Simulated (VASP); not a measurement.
Input of a VASP 6.6.1 run:

File INCAR:

```
SYSTEM = SiNi3
PREC = Accurate ; ENCUT = 600
EDIFF = 1E-6 ; ISMEAR = 0
SIGMA = 0.2 ; LREAL = .FALSE.
LASPH = .TRUE. ; NELM = 60
ALGO = Fast ; ISIF = 3
LWAVE = .FALSE. ; LCHARG = .FALSE.
GGA = PE ; IBRION = 2
NSW = 80 ; EDIFFG = -0.025
```

KPOINTS

```
Automatic mesh
0
G
  6 6 4
  0 0 0
```

POSCAR

```
SiNi3
1.0
    0.0330255433      3.5074136774      0.0017912463
    0.0846800647      0.0017912463      3.4582825040
    7.0781959310      0.0660510866      0.1693601294
Si Ni
2 6
Direct
   -0.0164524399      0.0379888676      0.5092238646
    0.0400132712     -0.0132979283      0.0023830986
    0.5366169201      0.5187702075      0.0144303397
    0.4627187826      0.4906048154      0.4840729385
    0.9811066235      0.4926155069      0.2385196570
   -0.0177581553      0.4766879646      0.7504793282
    0.4835695568     -0.0172759870      0.2625196531
    0.5301854411      0.0139065533      0.7383711202
```

Potentials or basis: VASP PAW PBE potentials, release 64 (Si, Ni).

Run with:

```console
$ cat potpaw_PBE.64/Si/POTCAR potpaw_PBE.64/Ni/POTCAR > POTCAR
$ mpirun -np 1 vasp_std > vasp.out
```

Estimate the space group after relaxing (to 0.1 Å).

Pm-3m (No. 221).

Predict the relaxed cell.

a = 3.507 Å, b = 3.508 Å, c = 7.015 Å, α = 90.00°, β = 90.00°, γ = 90.00°.

Predict the relaxed volume.

10.79 Å³/atom.

Forces on the atoms (eV/Å):
```
Si   0.005  0.016  0.004
Si   0.005 -0.004  0.002
Ni  -0.009 -0.010  0.004
Ni   0.002  0.003  0.003
Ni  -0.008  0.004  0.000
Ni   0.007 -0.003 -0.005
Ni   0.002  0.000 -0.001
Ni  -0.004 -0.007 -0.007
```

Spin polarisation is off, so any magnetic state and its effect on volume and gap are missing. PBE usually gives volumes a little too large and moduli too small.
